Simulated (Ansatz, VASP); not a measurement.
# TiTe: VASP beside Ansatz

```
Ti Te
1.0
     0.00000    2.51502    2.51502
     2.51502    0.00000    2.51502
     2.51502    2.51502    0.00000
Ti Te
1 1
Cartesian
  0.0000 0.0000 0.0000
  2.5150 2.5150 2.5150
```

Change from the starting cell: volume scaled by 0.76, LAPW.

Alike in both runs: task single point; functional LDA; k mesh 12 × 12 × 12; occupations fermi-dirac, width 0.05 eV; no spin polarisation.

|  | VASP | Ansatz |
| --- | --- | --- |
| version | VASP 6.6.1 | Ansatz 0.2.0 |
| potentials or method | VASP PAW LDA potentials, release 64 (Ti_sv, Te), cutoff 520 eV | all-electron LAPW, scalar-relativistic |

|  | VASP | Ansatz | Ansatz less VASP |
| --- | --- | --- | --- |
| pressure (GPa) | 47.4 | 47.2 | -0.17 |

LDA's correlation is that of Perdew and Zunger in VASP and of Perdew and Wang (1992) in Ansatz. Both programs put the cell under a high pressure, so it lies far from rest at this level. Ansatz ran all-electron here, and VASP with PAW potentials.

Spin-orbit coupling is off throughout.
